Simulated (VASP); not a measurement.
# Rb (P6_3/mmc) in VASP: single point with LDA

Aim: the single point of Rb with LDA.

Everything below comes from runs of VASP 6.6.1. Logs are shortened: lines on timing, memory, paths and dates and some standing lists are left out, and cuts for length are marked.

## Step 1: The cell of the first run

Symmetry: P6_3/mmc, No. 194, hexagonal system. Conventional cell: a = 5.088 Å, b = 5.088 Å, c = 8.442 Å, α = 90.00°, β = 90.00°, γ = 120.00°.

## Step 2: Single point, LDA

File INCAR:

```
SYSTEM = Rb
  ALGO = Normal
  EDIFF = 1E-6
  ENCUT = 520
  GGA = CA
  ISIF = 2
  ISMEAR = 0
  ISYM = 0
  LASPH = .True.
  LCHARG = .False.
  LREAL = Auto
  LWAVE = .False.
  NBANDS = 96
  NELM = 100
  PREC = Accurate
  SIGMA = 0.1
```

File KPOINTS:

```
Automatic mesh
0
Gamma
  2 2 2
  0.5 0.5 0.5
```

File POSCAR:

```
Rb
1.0
    0.0000000000      8.8130330018      8.4420579800
   -7.6323104640     -4.4065165009      8.4420579800
    7.6323104640     -4.4065165009      8.4420579800
Rb
18
Direct
    0.3055555556      0.6388888889      0.3055555556
    0.6388888889      0.6388888889      0.9722222222
    0.3055555556      0.3055555556      0.6388888889
    0.3055555556      0.9722222222      0.9722222222
    0.6388888889      0.3055555556      0.3055555556
    0.9722222222      0.6388888889      0.6388888889
    0.9722222222      0.3055555556      0.9722222222
    0.6388888889      0.9722222222      0.6388888889
    0.9722222222      0.9722222222      0.3055555556
    0.3611111111      0.6944444444      0.6944444444
    0.6944444444      0.6944444444      0.3611111111
    0.3611111111      0.3611111111      0.0277777778
    0.3611111111      0.0277777778      0.3611111111
    0.6944444444      0.3611111111      0.6944444444
    0.0277777778      0.6944444444      0.0277777778
    0.0277777778      0.3611111111      0.3611111111
    0.6944444444      0.0277777778      0.0277777778
    0.0277777778      0.0277777778      0.6944444444
```

Potentials or basis: VASP PAW LDA potentials, release 64 (Rb_sv).

Started as:

```sh
$ cat potpaw_LDA.64/Rb_sv/POTCAR > POTCAR
$ mpirun -np 1 vasp_std > vasp.out
```

OUTCAR:

```text
SYSTEM = Rb
   EDIFF = 1E-6
   ENCUT = 520
   GGA = CA
   ISIF = 2
   ISMEAR = 0
   ISYM = 0
   LASPH = .True.
   LREAL = Auto
   NELM = 100
   PREC = Accurate

 ion  position               nearest neighbor table
   1  0.306  0.639  0.306-   5 5.09   3 5.09   2 5.09   6 5.09   9 5.09   4 5.09  11 5.14  10 5.14
                            13 5.14  12 5.14  16 5.14  15 5.14
   2  0.639  0.639  0.972-   4 5.09   7 5.09   6 5.09   8 5.09   1 5.09   5 5.09  11 5.14  15 5.14
                            17 5.14  12 5.14  14 5.14  10 5.14
   3  0.306  0.306  0.639-   5 5.09   1 5.09   6 5.09   8 5.09   7 5.09   4 5.09  14 5.14  10 5.14
                            12 5.14  13 5.14  16 5.14  18 5.14
   4  0.306  0.972  0.972-   2 5.09   8 5.09   3 5.09   1 5.09   7 5.09   9 5.09  17 5.14  13 5.14
                            12 5.14  15 5.14  18 5.14  10 5.14
   5  0.639  0.306  0.306-   1 5.09   3 5.09   7 5.09   9 5.09   8 5.09   2 5.09  11 5.14  14 5.14
                            16 5.14  17 5.14  13 5.14  12 5.14
   6  0.972  0.639  0.639-   2 5.09   8 5.09   7 5.09   9 5.09   3 5.09   1 5.09  10 5.14  18 5.14
                            15 5.14  16 5.14  14 5.14  11 5.14
   7  0.972  0.306  0.972-   2 5.09   6 5.09   5 5.09   3 5.09   4 5.09   9 5.09  15 5.14  12 5.14
                            16 5.14  18 5.14  17 5.14  14 5.14
   8  0.639  0.972  0.639-   4 5.09   9 5.09   6 5.09   2 5.09   3 5.09   5 5.09  14 5.14  18 5.14
                            17 5.14  13 5.14  11 5.14  10 5.14
   9  0.972  0.972  0.306-   8 5.09   6 5.09   1 5.09   5 5.09   4 5.09   7 5.09  18 5.14  13 5.14
                            16 5.14  15 5.14  17 5.14  11 5.14
  10  0.361  0.694  0.694-  11 5.09  14 5.09  15 5.09  18 5.09  13 5.09  12 5.09   1 5.14   3 5.14
                             6 5.14   4 5.14   2 5.14   8 5.14
  11  0.694  0.694  0.361-  10 5.09  14 5.09  13 5.09  16 5.09  15 5.09  17 5.09   1 5.14   5 5.14
                             2 5.14   8 5.14   6 5.14   9 5.14
  12  0.361  0.361  0.028-  17 5.09  15 5.09  16 5.09  13 5.09  14 5.09  10 5.09   3 5.14   7 5.14
                             4 5.14   2 5.14   1 5.14   5 5.14
  13  0.361  0.028  0.361-  17 5.09  18 5.09  16 5.09  12 5.09  11 5.09  10 5.09   1 5.14   9 5.14
                             4 5.14   8 5.14   3 5.14   5 5.14
  14  0.694  0.361  0.694-  10 5.09  11 5.09  12 5.09  16 5.09  18 5.09  17 5.09   3 5.14   5 5.14
                             8 5.14   2 5.14   6 5.14   7 5.14
  15  0.028  0.694  0.028-  12 5.09  16 5.09  10 5.09  11 5.09  17 5.09  18 5.09   7 5.14   2 5.14
                             6 5.14   9 5.14   4 5.14   1 5.14
  16  0.028  0.361  0.361-  12 5.09  13 5.09  15 5.09  18 5.09  11 5.09  14 5.09   5 5.14   9 5.14
                             7 5.14   6 5.14   1 5.14   3 5.14
  17  0.694  0.028  0.028-  12 5.09  13 5.09  11 5.09  14 5.09  15 5.09  18 5.09   4 5.14   2 5.14
                             8 5.14   7 5.14   9 5.14   5 5.14
  18  0.028  0.028  0.694-  13 5.09  16 5.09  14 5.09  10 5.09  17 5.09  15 5.09   9 5.14   8 5.14
                             6 5.14   7 5.14   4 5.14   3 5.14

IMPORTANT INFORMATION: All symmetrisations will be switched off!
NOSYMM: (Re-)initialisation of all symmetry stuff for point group C_1.

----------------------------------------------------------------------------------------

                                     Primitive cell

  volume of cell :    1703.5348

  direct lattice vectors                    reciprocal lattice vectors
     0.000000000  8.813033002  8.442057980     0.000000000  0.075645543  0.039484843
    -7.632310464 -4.406516501  8.442057980    -0.065510962 -0.037822771  0.039484843
     7.632310464 -4.406516501  8.442057980     0.065510962 -0.037822771  0.039484843

  length of vectors
    12.204011374 12.204011375 12.204011375     0.085330540  0.085330540  0.085330540

  position of ions in fractional coordinates (direct lattice)
     0.305555556  0.638888889  0.305555556
     0.638888889  0.638888889  0.972222222
     0.305555556  0.305555556  0.638888889
     0.305555556  0.972222222  0.972222222
     0.638888889  0.305555556  0.305555556
     0.972222222  0.638888889  0.638888889
[... 10 lines left out ...]
     0.694444444  0.027777778  0.027777778
     0.027777778  0.027777778  0.694444444

  ion indices of the primitive-cell ions
   primitive index   ion index
                 1           1
                 2           2
                 3           3
                 4           4
                 5           5
                 6           6
[... 10 lines left out ...]
                17          17
                18          18

----------------------------------------------------------------------------------------

 KPOINTS: Automatic mesh

Automatic generation of k-mesh.
 Grid dimensions read from file:
 generate k-points for:    2    2    2

 Generating k-lattice:

  Cartesian coordinates                     Fractional coordinates (reciprocal lattice)
     0.000000000  0.037822771  0.019742421     0.500000000 -0.000000000 -0.000000000
    -0.032755481 -0.018911386  0.019742421    -0.000000000  0.500000000 -0.000000000
     0.032755481 -0.018911386  0.019742421    -0.000000000 -0.000000000  0.500000000

  Length of vectors
     0.042665270  0.042665270  0.042665270

  Shift w.r.t. Gamma in fractional coordinates (k-lattice)
     0.500000000  0.500000000  0.500000000

 Subroutine IBZKPT returns following result:
 ===========================================

 Found      4 irreducible k-points:

 Following reciprocal coordinates:
            Coordinates               Weight
  0.250000  0.250000  0.250000      2.000000
 -0.250000  0.250000  0.250000      2.000000
  0.250000 -0.250000  0.250000      2.000000
  0.250000  0.250000 -0.250000      2.000000
   k-points           NKPTS =      4   k-points in BZ     NKDIM =      4   number of bands    NBANDS=     96
   number of dos      NEDOS =    301   number of ions     NIONS =     18
   total plane-waves  NPLWV = 884736
   dimension x,y,z NGX =    96 NGY =   96 NGZ =   96
   dimension x,y,z NGXF=   192 NGYF=  192 NGZF=  192
   ions per type =              18
   NGX,Y,Z   is equivalent  to a cutoff of  13.08, 13.08, 13.08 a.u.
   NGXF,Y,Z  is equivalent  to a cutoff of  26.15, 26.15, 26.15 a.u.
 SYSTEM =  Rb
   PREC   = accura    normal or accurate (medium, high low for compatibility)
   ISTART =      0    job   : 0-new  1-cont  2-samecut
   ICHARG =      2    charge: 1-file 2-atom 10-const
   ISPIN  =      1    spin polarized calculation?
   LNONCOLLINEAR =      F non collinear calculations
   LSORBIT =      F    spin-orbit coupling
   LASPH  =      T    aspherical Exc in radial PAW
   ENCUT  =  520.0 eV  38.22 Ry    6.18 a.u.  22.69 22.69 22.69*2*pi/ulx,y,z
   NELM   =    100;   NELMIN=  2; NELMDL= -5     # of ELM steps
   EDIFF  = 0.1E-05   stopping-criterion for ELM
   LREAL  =      T    real-space projection
   EDIFFG = 0.1E-04   stopping-criterion for IOM
   NSW    =      0    number of steps for IOM
   IBRION =     -1    ionic relax: 0-MD 1-quasi-New 2-CG
   NFREE  =      0    steps in history (QN), initial steepest desc. (CG)
   ISIF   =      2    stress and relaxation
   ISYM   =      0    0-nonsym 1-usesym 2-fastsym
   POTIM  = 0.5000    time-step for ionic-motion
   TEBEG  =    0.0;   TEEND  =   0.0 temperature during run
   PSTRESS=    0.0 pullay stress
   NELECT =     162.0000    total number of electrons
   NUPDOWN=      -1.0000    fix difference up-down
   EMIN   =  10.00;   EMAX   =-10.00  energy-range for DOS
   EFERMI =   0.00;   METHOD = LEGACY
   ISMEAR =     0;   SIGMA  =   0.10  broadening in eV -4-tet -1-fermi 0-gaus
   EFERMI_NEDOS =   21; number of points for ismear=-14 and -15
   IALGO  =     38    algorithm
   IMIX   =      4    mixing-type and parameters
     AMIX     =   0.40;   BMIX     =  1.00
     AMIX_MAG =   1.60;   BMIX_MAG =  1.00
  volume/ion in A,a.u.               =      94.64       638.67
  Fermi-wavevector in a.u.,A,eV,Ry     =   0.747245  1.412088  7.597148  0.558375
  Thomas-Fermi vector in A             =   1.843255
   LORBIT       =      0    0 simple, 1 ext, 2 COOP (PROOUT), +10 PAW based schemes
   GGA     = CA    functional components
   LHFCALC =     F    Hartree Fock is set to
   AEXX    =    0.0000 exact exchange contribution
   IVDW    =     0    specifies the selected vdW correction
   LEPSILON=     F    determine dielectric tensor
   LRPA    =     F    only Hartree local field effects (RPA)
 non-spin polarized calculation
 Gauss-broadening in eV      SIGMA  =   0.10
  energy-cutoff  :      520.00
  volume of cell :     1703.53
 maximum number of plane-waves:     45877
 NGX is ok and might be reduce to    90
   NGX = 45   NGY = 45   NGZ = 45

 number of electron     162.0000002 magnetization

 Free energy of the ion-electron system (eV)
  ---------------------------------------------------
  ext. energy  EPLUGINS =         0.00000000
  ---------------------------------------------------
  free energy    TOTEN  =       -18.29452059 eV

  energy without entropy =      -18.11615102  energy(sigma->0) =      -18.20533580

 E-fermi :  -0.2183     XC(G=0):  -5.5766

 val. band max:       -0.4492288449   @ k =   0.2500   0.2500   0.2500
 cond. band min:      -0.1853224022   @ k =   0.2500   0.2500  -0.2500
 fundamental gap:      0.2639064427
 Fermi energy:        -0.2183262955

 k-point     1 :       0.2500    0.2500    0.2500
  band No.  band energies     occupation
      1     -29.1025      2.00000
      2     -29.1006      2.00000
      3     -29.1006      2.00000
      4     -29.1006      2.00000
      5     -29.1004      2.00000
      6     -29.1000      2.00000
[... 85 lines left out ...]
     92       0.6088      0.00000
     93       0.9962      0.00000

 k-point     2 :      -0.2500    0.2500    0.2500
  band No.  band energies     occupation
      1     -29.1022      2.00000
      2     -29.1012      2.00000
      3     -29.1007      2.00000
      4     -29.1007      2.00000
      5     -29.1006      2.00000
      6     -29.0996      2.00000
[... 85 lines left out ...]
     92       0.8336      0.00000
     93       0.9343      0.00000

 k-point     3 :       0.2500   -0.2500    0.2500
  band No.  band energies     occupation
      1     -29.1022      2.00000
      2     -29.1012      2.00000
      3     -29.1007      2.00000
      4     -29.1007      2.00000
      5     -29.1006      2.00000
      6     -29.0996      2.00000
[... 85 lines left out ...]
     92       0.8337      0.00000
     93       0.9343      0.00000

 k-point     4 :       0.2500    0.2500   -0.2500
  band No.  band energies     occupation
      1     -29.1022      2.00000
      2     -29.1012      2.00000
      3     -29.1007      2.00000
      4     -29.1007      2.00000
      5     -29.1006      2.00000
      6     -29.0996      2.00000
[... 85 lines left out ...]
     92       0.8337      0.00000
     93       0.9343      0.00000
 [bands above 93 left out]

------------------------ aborting loop because EDIFF is reached ----------------------------------------

  FORCE on cell =-STRESS in cart. coord.  units (eV):
  Direction    XX          YY          ZZ          XY          YZ          ZX
  --------------------------------------------------------------------------------------
  -------------------------------------------------------------------------------------
  Total       -4.1696193     -4.1696435     -6.4519984      0.0000062     -0.0000034     -0.0000071
  in kB       -3.9215339     -3.9215567     -6.0681153      0.0000058     -0.0000032     -0.0000067
  external PRESSURE =      -4.6370686 kB  Pullay stress =       0.0000000 kB

 VOLUME and BASIS-vectors are now :
 -----------------------------------------------------------------------------
  energy-cutoff  :      520.00
  volume of cell :     1703.53
      direct lattice vectors                 reciprocal lattice vectors
     0.000000000  8.813033002  8.442057980     0.000000000  0.075645543  0.039484843
    -7.632310464 -4.406516501  8.442057980    -0.065510962 -0.037822771  0.039484843
     7.632310464 -4.406516501  8.442057980     0.065510962 -0.037822771  0.039484843

 POSITION                                       TOTAL-FORCE (eV/Angst)
 -----------------------------------------------------------------------------------
     -2.54410     -1.46884     10.55257         0.000005      0.000023     -0.002053
      2.54410     -1.46884     18.99463         0.000010     -0.000007     -0.002062
      2.54410     -1.46884     10.55257         0.000012      0.000006     -0.002054
      0.00000     -5.87536     18.99463        -0.000006      0.000010     -0.002057
      0.00000      2.93768     10.55257        -0.000013     -0.000002     -0.002072
      0.00000      2.93768     18.99463        -0.000003      0.000010     -0.002059
[... 10 lines left out ...]
      0.00000      5.87536      6.33154         0.000017     -0.000013      0.002061
      5.08821     -2.93768      6.33154         0.000001      0.000017      0.002048
 -----------------------------------------------------------------------------------
    total drift:                               -0.000012     -0.000048      0.000004

  FREE ENERGIE OF THE ION-ELECTRON SYSTEM (eV)
  ---------------------------------------------------
  free  energy   TOTEN  =       -18.2945205850 eV

  energy  without entropy=      -18.1161510175  energy(sigma->0) =      -18.20533580
```

It took 13 min on 1 thread of Intel Xeon Platinum 8488C (Sapphire Rapids), shared host; peak memory 1.2 GiB.

Results:

- Free energy: -18.2945 eV
- Pressure: -0.5 GPa
- Band gap on the k mesh: zero (band 81 reaches -0.19 eV, above the bottom of band 82 at -0.45 eV)

Forces on the atoms (eV/Å):
```
Rb   0.000  0.000 -0.002
Rb   0.000  0.000 -0.002
Rb   0.000  0.000 -0.002
Rb   0.000  0.000 -0.002
Rb   0.000  0.000 -0.002
Rb   0.000  0.000 -0.002
Rb   0.000  0.000 -0.002
Rb   0.000  0.000 -0.002
Rb   0.000  0.000 -0.002
Rb   0.000  0.000  0.002
Rb   0.000  0.000  0.002
Rb   0.000  0.000  0.002
Rb   0.000  0.000  0.002
Rb   0.000  0.000  0.002
Rb   0.000  0.000  0.002
Rb   0.000  0.000  0.002
Rb   0.000  0.000  0.002
Rb   0.000  0.000  0.002
```

Stress tensor (GPa, compression positive):
```
-0.39  0.00  0.00
 0.00 -0.39  0.00
 0.00  0.00 -0.61
```

Levels at points of the mesh, in eV from the Fermi level:
```tsv
k point	band 77	band 78	band 79	band 80	band 81	band 82
(0.25, 0.25, 0.25)	-0.66	-0.59	-0.59	-0.59	-0.23	-0.23
```
